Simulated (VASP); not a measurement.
# Ir (Fm-3m) in VASP: a series of runs, part 2 of 2

VASP 6.6.1. The steps go on from the part before.

**4. Single point, PBE**

This run uses another cell than the first one, of 14.06 Å³/atom, 1.111 times its volume.

Contents of INCAR:

```
SYSTEM = Ir
PREC = Accurate ; ENCUT = 520
EDIFF = 1E-7 ; ISMEAR = 0
SIGMA = 0.05 ; LREAL = .False.
LASPH = .True. ; NELM = 60
ALGO = Normal ; ISIF = 2
LWAVE = .False. ; LCHARG = .False.
GGA = PE ; NBANDS = 10
```

Contents of KPOINTS:

```
regular mesh
0
Gamma
  16 16 16
  0 0 0
```

Contents of POSCAR:

```
Ir
1.0
    0.0000000000      1.9156000000      1.9156000000
    1.9156000000      0.0000000000      1.9156000000
    1.9156000000      1.9156000000      0.0000000000
Ir
1
Direct
    0.0000000000      0.0000000000      0.0000000000
```

Potentials or basis: VASP PAW PBE potentials, release 64 (Ir).

Command:

```
> cat potpaw_PBE.64/Ir/POTCAR > POTCAR
> mpirun -np 1 vasp_std > vasp.out
```

OUTCAR:

```text
SYSTEM = Ir
   PREC = Accurate
   ENCUT = 520
   EDIFF = 1E-7
   ISMEAR = 0
   LREAL = .False.
   LASPH = .True.
   NELM = 60
   ISIF = 2
   GGA = PE

 ion  position               nearest neighbor table
   1  0.000  0.000  0.000-

  LATTYP: Found a face centered cubic cell.
 ALAT       =     3.8312000000

  Lattice vectors:

 A1 = (   0.0000000000,   1.9156000000,   1.9156000000)
 A2 = (   1.9156000000,   0.0000000000,   1.9156000000)
 A3 = (   1.9156000000,   1.9156000000,   0.0000000000)

Analysis of symmetry for initial positions (statically):
=====================================================================
 Subroutine PRICEL returns:
 Original cell was already a primitive cell.

 Routine SETGRP: Setting up the symmetry group for a
 face centered cubic supercell.

 Subroutine GETGRP returns: Found 48 space group operations
 (whereof 48 operations were pure point group operations)
 out of a pool of 48 trial point group operations.

The static configuration has the point symmetry O_h .

Analysis of symmetry for dynamics (positions and initial velocities):
=====================================================================
 Subroutine PRICEL returns:
 Original cell was already a primitive cell.

 Routine SETGRP: Setting up the symmetry group for a
 face centered cubic supercell.

 Subroutine GETGRP returns: Found 48 space group operations
 (whereof 48 operations were pure point group operations)
 out of a pool of 48 trial point group operations.

The dynamic configuration has the point symmetry O_h .

 Subroutine INISYM returns: Found 48 space group operations
 (whereof 48 operations are pure point group operations),
 and found     1 'primitive' translations

----------------------------------------------------------------------------------------

                                     Primitive cell

  volume of cell :      14.0587

  direct lattice vectors                    reciprocal lattice vectors
     0.000000000  1.915600000  1.915600000    -0.261014826  0.261014826  0.261014826
     1.915600000  0.000000000  1.915600000     0.261014826 -0.261014826  0.261014826
     1.915600000  1.915600000  0.000000000     0.261014826  0.261014826 -0.261014826

  length of vectors
     2.709067500  2.709067500  2.709067500     0.452090940  0.452090940  0.452090940

  position of ions in fractional coordinates (direct lattice)
     0.000000000  0.000000000  0.000000000

  ion indices of the primitive-cell ions
   primitive index   ion index
                 1           1

----------------------------------------------------------------------------------------

 KPOINTS: regular mesh

Automatic generation of k-mesh.
 Grid dimensions read from file:
 generate k-points for:   16   16   16

 Generating k-lattice:

  Cartesian coordinates                     Fractional coordinates (reciprocal lattice)
    -0.016313427  0.016313427  0.016313427     0.062500000  0.000000000  0.000000000
     0.016313427 -0.016313427  0.016313427     0.000000000  0.062500000  0.000000000
     0.016313427  0.016313427 -0.016313427     0.000000000  0.000000000  0.062500000

  Length of vectors
     0.028255684  0.028255684  0.028255684

  Shift w.r.t. Gamma in fractional coordinates (k-lattice)
     0.000000000  0.000000000  0.000000000

 Subroutine IBZKPT returns following result:
 ===========================================

 Found    145 irreducible k-points:

 Following reciprocal coordinates:
            Coordinates               Weight
  0.000000  0.000000  0.000000      1.000000
  0.062500  0.000000  0.000000      8.000000
  0.125000  0.000000  0.000000      8.000000
  0.187500  0.000000  0.000000      8.000000
  0.250000  0.000000  0.000000      8.000000
  0.312500  0.000000  0.000000      8.000000
[... 16 lines left out ...]
 -0.125000  0.062500  0.000000     24.000000
 -0.062500  0.062500  0.000000     12.000000
 [... further k-points ...]
   k-points           NKPTS =    145   k-points in BZ     NKDIM =    145   number of bands    NBANDS=     10
   number of dos      NEDOS =    301   number of ions     NIONS =      1
   total plane-waves  NPLWV =   8000
   dimension x,y,z NGX =    20 NGY =   20 NGZ =   20
   dimension x,y,z NGXF=    40 NGYF=   40 NGZF=   40
   ions per type =               1
   NGX,Y,Z   is equivalent  to a cutoff of  12.27, 12.27, 12.27 a.u.
   NGXF,Y,Z  is equivalent  to a cutoff of  24.55, 24.55, 24.55 a.u.
 SYSTEM =  Ir
   PREC   = accura    normal or accurate (medium, high low for compatibility)
   ISTART =      0    job   : 0-new  1-cont  2-samecut
   ICHARG =      2    charge: 1-file 2-atom 10-const
   ISPIN  =      1    spin polarized calculation?
   LNONCOLLINEAR =      F non collinear calculations
   LSORBIT =      F    spin-orbit coupling
   LASPH  =      T    aspherical Exc in radial PAW
   ENCUT  =  520.0 eV  38.22 Ry    6.18 a.u.   5.04  5.04  5.04*2*pi/ulx,y,z
   NELM   =     60;   NELMIN=  2; NELMDL= -5     # of ELM steps
   EDIFF  = 0.1E-06   stopping-criterion for ELM
   LREAL  =      F    real-space projection
   EDIFFG = 0.1E-05   stopping-criterion for IOM
   NSW    =      0    number of steps for IOM
   IBRION =     -1    ionic relax: 0-MD 1-quasi-New 2-CG
   NFREE  =      0    steps in history (QN), initial steepest desc. (CG)
   ISIF   =      2    stress and relaxation
   ISYM   =      2    0-nonsym 1-usesym 2-fastsym
   POTIM  = 0.5000    time-step for ionic-motion
   TEBEG  =    0.0;   TEEND  =   0.0 temperature during run
   PSTRESS=    0.0 pullay stress
   NELECT =       9.0000    total number of electrons
   NUPDOWN=      -1.0000    fix difference up-down
   EMIN   =  10.00;   EMAX   =-10.00  energy-range for DOS
   EFERMI =   0.00;   METHOD = LEGACY
   ISMEAR =     0;   SIGMA  =   0.05  broadening in eV -4-tet -1-fermi 0-gaus
   EFERMI_NEDOS =   21; number of points for ismear=-14 and -15
   IALGO  =     38    algorithm
   IMIX   =      4    mixing-type and parameters
     AMIX     =   0.40;   BMIX     =  1.00
     AMIX_MAG =   1.60;   BMIX_MAG =  1.00
  volume/ion in A,a.u.               =      14.06        94.87
  Fermi-wavevector in a.u.,A,eV,Ry     =   1.410937  2.666284 27.085691  1.990742
  Thomas-Fermi vector in A             =   2.532839
   LORBIT       =      0    0 simple, 1 ext, 2 COOP (PROOUT), +10 PAW based schemes
   GGA     = PE    functional components
   LHFCALC =     F    Hartree Fock is set to
   AEXX    =    0.0000 exact exchange contribution
   IVDW    =     0    specifies the selected vdW correction
   LEPSILON=     F    determine dielectric tensor
   LRPA    =     F    only Hartree local field effects (RPA)
 non-spin polarized calculation
 Gauss-broadening in eV      SIGMA  =   0.05
  energy-cutoff  :      520.00
  volume of cell :       14.06
 maximum number of plane-waves:       391
   NGX =  9   NGY =  9   NGZ =  9

 number of electron       9.0000000 magnetization

 Free energy of the ion-electron system (eV)
  ---------------------------------------------------
  ext. energy  EPLUGINS =         0.00000000
  ---------------------------------------------------
  free energy    TOTEN  =        -8.82384273 eV

  energy without entropy =       -8.82210232  energy(sigma->0) =       -8.82297253

 E-fermi :  10.5082     XC(G=0): -14.0243

 val. band max:       10.4803701155   @ k =   0.4375   0.1250   0.0625
 cond. band min:      10.5088710660   @ k =   0.3125   0.2500   0.0625
 fundamental gap:      0.0285009506
 Fermi energy:        10.5081544746

 k-point     1 :       0.0000    0.0000    0.0000
  band No.  band energies     occupation
      1      -0.6720      2.00000
      2       6.5977      2.00000
      3       6.5977      2.00000
      4       6.5977      2.00000
      5       9.3154      2.00000
      6       9.3154      2.00000
      7      24.8265      0.00000
      8      30.4520      0.00000
      9      30.4520      0.00000
     10      30.4520      0.00000
[... 287 lines left out ...]
 k-point    24 :      -0.0625    0.0625    0.0000
  band No.  band energies     occupation
      1      -0.2121      2.00000
      2       6.3343      2.00000
      3       6.7797      2.00000
      4       6.8329      2.00000
      5       9.0547      2.00000
      6       9.3413      2.00000
      7      25.6107      0.00000
      8      28.7172      0.00000
      9      30.6331      0.00000
     10      31.4807      0.00000

 [... further k-points ...]

------------------------ aborting loop because EDIFF is reached ----------------------------------------

  FORCE on cell =-STRESS in cart. coord.  units (eV):
  Direction    XX          YY          ZZ          XY          YZ          ZX
  --------------------------------------------------------------------------------------
  -------------------------------------------------------------------------------------
  Total        1.0933005      1.0933005      1.0933005      0.0000000      0.0000000      0.0000000
  in kB      124.5964468    124.5964468    124.5964468      0.0000000      0.0000000      0.0000000
  external PRESSURE =     124.5964468 kB  Pullay stress =       0.0000000 kB

 VOLUME and BASIS-vectors are now :
 -----------------------------------------------------------------------------
  energy-cutoff  :      520.00
  volume of cell :       14.06
      direct lattice vectors                 reciprocal lattice vectors
     0.000000000  1.915600000  1.915600000    -0.261014826  0.261014826  0.261014826
     1.915600000  0.000000000  1.915600000     0.261014826 -0.261014826  0.261014826
     1.915600000  1.915600000  0.000000000     0.261014826  0.261014826 -0.261014826

 POSITION                                       TOTAL-FORCE (eV/Angst)
 -----------------------------------------------------------------------------------
      0.00000      0.00000      0.00000         0.000000      0.000000      0.000000
 -----------------------------------------------------------------------------------
    total drift:                                0.000000      0.000000     -0.000000

  FREE ENERGIE OF THE ION-ELECTRON SYSTEM (eV)
  ---------------------------------------------------
  free  energy   TOTEN  =        -8.8238427294 eV

  energy  without entropy=       -8.8221023211  energy(sigma->0) =       -8.82297253
```

OSZICAR:

```text
N       E                     dE             d eps       ncg     rms          rms(c)
DAV:   1     0.487996770568E+02    0.48800E+02   -0.44517E+03  2924   0.829E+02
DAV:   2    -0.845999631634E+01   -0.57260E+02   -0.54559E+02  2978   0.200E+02
DAV:   3    -0.936217283400E+01   -0.90218E+00   -0.89520E+00  3410   0.301E+01
DAV:   4    -0.937075965452E+01   -0.85868E-02   -0.85846E-02  3242   0.274E+00
DAV:   5    -0.937093353565E+01   -0.17388E-03   -0.17388E-03  3322   0.384E-01    0.156E+01
DAV:   6    -0.891604517246E+01    0.45489E+00   -0.77423E-01  3234   0.109E+01    0.645E+00
DAV:   7    -0.882995052456E+01    0.86095E-01   -0.25932E-01  3474   0.578E+00    0.150E+00
DAV:   8    -0.882712198556E+01    0.28285E-02   -0.20980E-03  3142   0.491E-01    0.108E+00
DAV:   9    -0.882383691326E+01    0.32851E-02   -0.22221E-03  3272   0.661E-01    0.209E-02
DAV:  10    -0.882384137382E+01   -0.44606E-05   -0.13503E-05  4076   0.362E-02    0.217E-02
DAV:  11    -0.882384275629E+01   -0.13825E-05   -0.93318E-07  3196   0.105E-02    0.965E-04
DAV:  12    -0.882384272938E+01    0.26910E-07   -0.11661E-08  1858   0.103E-03
   1 F= -.88238427E+01 E0= -.88229725E+01  d E =-.174041E-02
```

stdout:

```text
POSCAR found type information on POSCAR Ir
 POSCAR found :  1 types and       1 ions
 scaLAPACK will be used
 LDA part: xc-table for (Slater+PW92), standard interpolation
 POSCAR, INCAR and KPOINTS ok, starting setup
 FFT: planning ... GRIDC
 FFT: planning ... GRID_SOFT
 FFT: planning ... GRID
 WAVECAR not read
 entering main loop
```

Wall time 11 s (1 thread of Intel Xeon Platinum 8488C (Sapphire Rapids), shared host); peak memory 0.14 GiB.

What came out:

- Free energy: -8.8238 eV
- Pressure: 12.5 GPa

Caveat: spin-orbit coupling is left out, which moves the levels of the heavy elements.
